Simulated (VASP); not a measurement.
# Zn (C2/m) in VASP: further runs

The runs below take Zn through single point, with PBEsol.

Program: VASP 6.6.1. These are calculated values, not measurements. Logs are shortened: lines on timing, memory, paths and dates and some standing lists are left out, and cuts for length are marked.

### 1 The cell of the first run

Symmetry: C2/m, No. 12, monoclinic system. Conventional cell: a = 4.444 Å, b = 2.564 Å, c = 7.319 Å, α = 90.00°, β = 102.30°, γ = 90.00°. Zn (site symmetry m) has 12 Zn at 2.56 to 2.83 Å within 3.4 Å. Zn (site symmetry 2/m) has 12 Zn at 2.56 to 2.83 Å within 3.4 Å.

### 2 Single point, PBEsol (volume scaled by 0.94)

Contents of INCAR:

```
  PREC = Accurate
  ENCUT = 520
  EDIFF = 1E-7
  ISMEAR = -1
  SIGMA = 0.05
  LREAL = F
  LASPH = T
  NELM = 80
  ALGO = Fast
  ISIF = 2
  LWAVE = F
  LCHARG = F
  GGA = PS
  NBANDS = 25
```

Contents of KPOINTS:

```
Automatic mesh
0
Gamma
  12 12 4
```

Contents of POSCAR:

```
Zn
1.0
    2.2218679943     -1.2817756984      0.0000000000
    2.2218679943      1.2817756984      0.0000000000
   -1.5592234140      0.0000000000      7.1513784527
Zn
3
Direct
    0.7780178600      0.7780178600      0.3345049800
    0.2219821400      0.2219821400      0.6654950200
    0.0000000000      0.0000000000      0.0000000000
```

Potentials or basis: VASP PAW PBE potentials, release 64 (Zn).

Command:

```
$ cat potpaw_PBE.64/Zn/POTCAR > POTCAR
$ mpirun -np 1 vasp_std > vasp.out
```

OUTCAR:

```text
PREC = Accurate
   ENCUT = 520
   EDIFF = 1E-7
   ISMEAR = -1
   LREAL = F
   LASPH = T
   NELM = 80
   ISIF = 2
   GGA = PS

 ion  position               nearest neighbor table
   1  0.778  0.778  0.335-   2 2.78   2 2.80   2 2.80   3 2.81   3 2.81   3 2.83
   2  0.222  0.222  0.665-   1 2.78   1 2.80   1 2.80   3 2.81   3 2.81   3 2.83
   3  0.000  0.000  0.000-   1 2.81   1 2.81   2 2.81   2 2.81   1 2.83   2 2.83

  LATTYP: Found a base centered monoclinic cell.
 ALAT       =     4.4437359886
 B/A-ratio  =     0.5768910222
 C/A-ratio  =     1.6471240986
 COS(beta)  =    -0.2130265715

  Lattice vectors:

 A1 = (   2.2218679943,  -1.2817756984,   0.0000000000)
 A2 = (   2.2218679943,   1.2817756984,   0.0000000000)
 A3 = (  -1.5592234140,   0.0000000000,   7.1513784527)

Analysis of symmetry for initial positions (statically):
=====================================================================
 Subroutine PRICEL returns:
 Original cell was already a primitive cell.

 Routine SETGRP: Setting up the symmetry group for a
 base centered monoclinic supercell.

 Subroutine GETGRP returns: Found  4 space group operations
 (whereof  4 operations were pure point group operations)
 out of a pool of  4 trial point group operations.

The static configuration has the point symmetry C_2h.

Analysis of symmetry for dynamics (positions and initial velocities):
=====================================================================
 Subroutine PRICEL returns:
 Original cell was already a primitive cell.

 Routine SETGRP: Setting up the symmetry group for a
 base centered monoclinic supercell.

 Subroutine GETGRP returns: Found  4 space group operations
 (whereof  4 operations were pure point group operations)
 out of a pool of  4 trial point group operations.

The dynamic configuration has the point symmetry C_2h.

 Subroutine INISYM returns: Found  4 space group operations
 (whereof  4 operations are pure point group operations),
 and found     1 'primitive' translations

----------------------------------------------------------------------------------------

                                     Primitive cell

  volume of cell :      40.7333

  direct lattice vectors                    reciprocal lattice vectors
     2.221867994 -1.281775698  0.000000000     0.225035871 -0.390083851  0.049064834
     2.221867994  1.281775698  0.000000000     0.225035871  0.390083851  0.049064834
    -1.559223414  0.000000000  7.151378453     0.000000000  0.000000000  0.139833181

  length of vectors
     2.565082128  2.565082128  7.319384635     0.453005421  0.453005421  0.139833181

  position of ions in fractional coordinates (direct lattice)
     0.778017860  0.778017860  0.334504980
     0.221982140  0.221982140  0.665495020
     0.000000000  0.000000000  0.000000000

  ion indices of the primitive-cell ions
   primitive index   ion index
                 1           1
                 2           2
                 3           3

----------------------------------------------------------------------------------------

 KPOINTS: Automatic mesh

Automatic generation of k-mesh.
 Grid dimensions read from file:
 generate k-points for:   12   12    4

 Generating k-lattice:

  Cartesian coordinates                     Fractional coordinates (reciprocal lattice)
     0.018752989 -0.032506988  0.004088736     0.083333333  0.000000000  0.000000000
     0.018752989  0.032506988  0.004088736     0.000000000  0.083333333  0.000000000
     0.000000000  0.000000000  0.034958295     0.000000000  0.000000000  0.250000000

  Length of vectors
     0.037750452  0.037750452  0.034958295

  Shift w.r.t. Gamma in fractional coordinates (k-lattice)
     0.000000000  0.000000000  0.000000000

 Subroutine IBZKPT returns following result:
 ===========================================

 Found    164 irreducible k-points:

 Following reciprocal coordinates:
            Coordinates               Weight
  0.000000  0.000000  0.000000      1.000000
  0.083333 -0.000000  0.000000      4.000000
  0.166667 -0.000000  0.000000      4.000000
  0.250000 -0.000000  0.000000      4.000000
  0.333333  0.000000  0.000000      4.000000
  0.416667 -0.000000  0.000000      4.000000
[... 16 lines left out ...]
  0.500000  0.166667 -0.000000      4.000000
 -0.416667  0.166667 -0.000000      4.000000
 [... further k-points ...]
   k-points           NKPTS =    164   k-points in BZ     NKDIM =    164   number of bands    NBANDS=     25
   number of dos      NEDOS =    301   number of ions     NIONS =      3
   total plane-waves  NPLWV =  21600
   dimension x,y,z NGX =    20 NGY =   20 NGZ =   54
   dimension x,y,z NGXF=    40 NGYF=   40 NGZF=  108
   ions per type =               3
   NGX,Y,Z   is equivalent  to a cutoff of  12.96, 12.96, 12.27 a.u.
   NGXF,Y,Z  is equivalent  to a cutoff of  25.92, 25.92, 24.53 a.u.
 SYSTEM =  unknown system
   PREC   = accura    normal or accurate (medium, high low for compatibility)
   ISTART =      0    job   : 0-new  1-cont  2-samecut
   ICHARG =      2    charge: 1-file 2-atom 10-const
   ISPIN  =      1    spin polarized calculation?
   LNONCOLLINEAR =      F non collinear calculations
   LSORBIT =      F    spin-orbit coupling
   LASPH  =      T    aspherical Exc in radial PAW
   ENCUT  =  520.0 eV  38.22 Ry    6.18 a.u.   4.77  4.77 13.61*2*pi/ulx,y,z
   NELM   =     80;   NELMIN=  2; NELMDL= -5     # of ELM steps
   EDIFF  = 0.1E-06   stopping-criterion for ELM
   LREAL  =      F    real-space projection
   EDIFFG = 0.1E-05   stopping-criterion for IOM
   NSW    =      0    number of steps for IOM
   IBRION =     -1    ionic relax: 0-MD 1-quasi-New 2-CG
   NFREE  =      0    steps in history (QN), initial steepest desc. (CG)
   ISIF   =      2    stress and relaxation
   ISYM   =      2    0-nonsym 1-usesym 2-fastsym
   POTIM  = 0.5000    time-step for ionic-motion
   TEBEG  =    0.0;   TEEND  =   0.0 temperature during run
   PSTRESS=    0.0 pullay stress
   NELECT =      36.0000    total number of electrons
   NUPDOWN=      -1.0000    fix difference up-down
   EMIN   =  10.00;   EMAX   =-10.00  energy-range for DOS
   EFERMI =   0.00;   METHOD = LEGACY
   ISMEAR =    -1;   SIGMA  =   0.05  broadening in eV -4-tet -1-fermi 0-gaus
   EFERMI_NEDOS =   21; number of points for ismear=-14 and -15
   IALGO  =     68    algorithm
   IMIX   =      4    mixing-type and parameters
     AMIX     =   0.40;   BMIX     =  1.00
     AMIX_MAG =   1.60;   BMIX_MAG =  1.00
  volume/ion in A,a.u.               =      13.58        91.63
  Fermi-wavevector in a.u.,A,eV,Ry     =   1.571058  2.968870 33.582231  2.468224
  Thomas-Fermi vector in A             =   2.672699
   LORBIT       =      0    0 simple, 1 ext, 2 COOP (PROOUT), +10 PAW based schemes
   GGA     = PS    functional components
   LHFCALC =     F    Hartree Fock is set to
   AEXX    =    0.0000 exact exchange contribution
   IVDW    =     0    specifies the selected vdW correction
   LEPSILON=     F    determine dielectric tensor
   LRPA    =     F    only Hartree local field effects (RPA)
 non-spin polarized calculation
 RMM-DIIS sequential band-by-band and
  energy-cutoff  :      520.00
  volume of cell :       40.73
 maximum number of plane-waves:      1111
   NGX =  9   NGY =  9   NGZ = 27

 number of electron      36.0000048 magnetization

 Free energy of the ion-electron system (eV)
  ---------------------------------------------------
  ext. energy  EPLUGINS =         0.00000000
  ---------------------------------------------------
  free energy    TOTEN  =        -4.68935542 eV

  energy without entropy =       -4.68242796  energy(sigma->0) =       -4.68589169

 E-fermi :   3.8658     XC(G=0): -12.3096

 val. band max:        3.8598179412   @ k =  -0.3333   0.2500  -0.0000
 cond. band min:       3.8775840731   @ k =  -0.3333   0.3333   0.0000
 fundamental gap:      0.0177661319
 Fermi energy:         3.8658347871

 k-point     1 :       0.0000    0.0000    0.0000
  band No.  band energies     occupation
      1      -7.5733      2.00000
      2      -5.5975      2.00000
      3      -5.5858      2.00000
      4      -4.4720      2.00000
      5      -4.1951      2.00000
      6      -4.1927      2.00000
[... 17 lines left out ...]
     24      23.3540      0.00000
     25      23.5521      0.00000

 k-point     2 :       0.0833   -0.0000    0.0000
  band No.  band energies     occupation
      1      -7.3481      2.00000
      2      -5.4802      2.00000
      3      -5.4087      2.00000
      4      -4.4433      2.00000
      5      -4.2304      2.00000
      6      -4.2047      2.00000
[... 17 lines left out ...]
     24      21.4017      0.00000
     25      22.2345      0.00000

 k-point     3 :       0.1667   -0.0000    0.0000
  band No.  band energies     occupation
      1      -6.6955      2.00000
      2      -5.1351      2.00000
      3      -5.0404      2.00000
      4      -4.4033      2.00000
      5      -4.3466      2.00000
      6      -4.2930      2.00000
[... 17 lines left out ...]
     24      19.3797      0.00000
     25      19.8741      0.00000

 k-point     4 :       0.2500   -0.0000    0.0000
  band No.  band energies     occupation
      1      -5.7572      2.00000
      2      -4.9122      2.00000
      3      -4.8190      2.00000
      4      -4.5552      2.00000
      5      -4.4575      2.00000
      6      -4.3270      2.00000
[... 17 lines left out ...]
     24      17.7117      0.00000
     25      18.3059      0.00000
[... 477 lines left out ...]
 k-point    22 :       0.4167    0.1667    0.0000
  band No.  band energies     occupation
      1      -4.8079      2.00000
      2      -4.7152      2.00000
      3      -4.6557      2.00000
      4      -4.6136      2.00000
      5      -4.5732      2.00000
      6      -4.3406      2.00000
[... 17 lines left out ...]
     24      11.5370      0.00000
     25      12.7613      0.00000

 k-point    23 :       0.5000    0.1667   -0.0000
  band No.  band energies     occupation
      1      -4.8661      2.00000
      2      -4.7794      2.00000
      3      -4.7562      2.00000
      4      -4.6488      2.00000
      5      -4.6238      2.00000
      6      -4.3190      2.00000
[... 17 lines left out ...]
     24      10.7572      0.00000
     25      14.0011      0.00000

 k-point    24 :      -0.4167    0.1667   -0.0000
  band No.  band energies     occupation
      1      -4.8895      2.00000
      2      -4.8128      2.00000
      3      -4.8026      2.00000
      4      -4.6840      2.00000
      5      -4.6081      2.00000
      6      -4.3133      2.00000
[... 17 lines left out ...]
     24      10.9785      0.00000
     25      12.9413      0.00000

 [... further k-points ...]

------------------------ aborting loop because EDIFF is reached ----------------------------------------

  FORCE on cell =-STRESS in cart. coord.  units (eV):
  Direction    XX          YY          ZZ          XY          YZ          ZX
  --------------------------------------------------------------------------------------
  -------------------------------------------------------------------------------------
  Total        1.0513499      1.0475881      1.9631758      0.0000000      0.0000000     -0.0437009
  in kB       41.3530740     41.2051129     77.2182102      0.0000000      0.0000000     -1.7189005
  external PRESSURE =      53.2587991 kB  Pullay stress =       0.0000000 kB

 VOLUME and BASIS-vectors are now :
 -----------------------------------------------------------------------------
  energy-cutoff  :      520.00
  volume of cell :       40.73
      direct lattice vectors                 reciprocal lattice vectors
     2.221867994 -1.281775698  0.000000000     0.225035871 -0.390083851  0.049064834
     2.221867994  1.281775698  0.000000000     0.225035871  0.390083851  0.049064834
    -1.559223414  0.000000000  7.151378453     0.000000000  0.000000000  0.139833181

 POSITION                                       TOTAL-FORCE (eV/Angst)
 -----------------------------------------------------------------------------------
      2.93574      0.00000      2.39217        -0.002483      0.000000     -0.017137
     -0.05123      0.00000      4.75921         0.002483      0.000000      0.017137
      0.00000      0.00000      0.00000         0.000000      0.000000      0.000000
 -----------------------------------------------------------------------------------
    total drift:                                0.000000     -0.000000      0.000000

  FREE ENERGIE OF THE ION-ELECTRON SYSTEM (eV)
  ---------------------------------------------------
  free  energy   TOTEN  =        -4.6893554244 eV

  energy  without entropy=       -4.6824279603  energy(sigma->0) =       -4.68589169
```

It took 2.5 min on 1 thread of Intel Xeon Platinum 8375C at 2.90GHz (Ice Lake), shared host; peak memory 0.23 GiB.

Results:

```
Free energy            : -4.6894 eV
Pressure               : 5.3 GPa
Largest force          : 0.017 eV/Å
Band gap on the k mesh : zero (band 18 reaches 5.19 eV, above the bottom of band 19 at 0.84 eV)
```

Forces in eV/Å, atoms in the order of the input:
```
Zn  -0.002  0.000 -0.017
Zn   0.002  0.000  0.017
Zn   0.000  0.000  0.000
```

Stress tensor (GPa, compression positive):
```
 4.14  0.00 -0.17
 0.00  4.12  0.00
-0.17  0.00  7.72
```

Caveat: the PAW data sets were made with another functional, which shifts forces and pressure a little.

### 3 Single point, PBEsol (volume scaled by 0.96)

Contents of INCAR:

```
  PREC = Accurate
  ENCUT = 520
  EDIFF = 1E-6
  ISMEAR = -1
  SIGMA = 0.05
  LREAL = False
  LASPH = True
  NELM = 80
  ALGO = Fast
  ISIF = 2
  LWAVE = False
  LCHARG = False
  GGA = PS
  NBANDS = 25
```

Contents of KPOINTS:

```
regular mesh
0
Gamma
  12 12 4
```

Contents of POSCAR:

```
Zn
1.0
    2.2375154675     -1.2908025853      0.0000000000
    2.2375154675      1.2908025853      0.0000000000
   -1.5702042224      0.0000000000      7.2017419322
Zn
3
Direct
    0.7780178600      0.7780178600      0.3345049800
    0.2219821400      0.2219821400      0.6654950200
    0.0000000000      0.0000000000      0.0000000000
```

Potentials or basis: VASP PAW PBE potentials, release 64 (Zn).

Command:

```
$ cat potpaw_PBE.64/Zn/POTCAR > POTCAR
$ mpirun -np 1 vasp_std > vasp.out
```

Run time: 1.8 min. Hardware: 1 thread of Intel Xeon Platinum 8375C at 2.90GHz (Ice Lake), shared host; peak memory 0.24 GiB.

The run converged. Its results:

- Free energy: -4.7119 eV
- Pressure: 2.8 GPa
- Largest force: 0.015 eV/Å
- Band gap on the k mesh: zero (band 18 reaches 4.99 eV, above the bottom of band 19 at 0.65 eV)

Forces in eV/Å, atoms in the order of the input:
```
Zn  -0.003  0.000 -0.014
Zn   0.003  0.000  0.014
Zn   0.000  0.000  0.000
```

Stress tensor (GPa, compression positive):
```
 1.44  0.00 -0.23
 0.00  1.29  0.00
-0.23  0.00  5.66
```

Levels at points of the mesh, in eV from the Fermi level:
| k point | band 16 | band 17 | band 18 | band 19 | band 20 | band 21 |
| --- | --- | --- | --- | --- | --- | --- |
| (0.00, 0.00, 0.00) | -7.33 | -7.26 | -7.23 | 1.63 | 1.69 | 14.34 |
| (0.50, 0.00, 0.00) | -3.18 | -2.36 | -1.91 | 0.60 | 1.16 | 2.11 |
| (0.50, 0.50, 0.00) | -2.82 | -2.70 | -2.06 | -0.25 | 2.14 | 3.77 |
| (0.00, 0.00, 0.50) | -7.28 | -7.28 | -4.22 | -3.05 | 8.14 | 8.23 |
| (0.50, 0.00, 0.50) | -2.85 | -2.65 | -2.07 | -0.11 | 1.96 | 3.57 |
| (0.50, 0.50, 0.50) | -3.20 | -2.39 | -1.81 | 0.74 | 0.98 | 1.90 |

Caveat: the PAW data sets were made with another functional, which shifts forces and pressure a little.

(Part 1 of 2 ends here.)
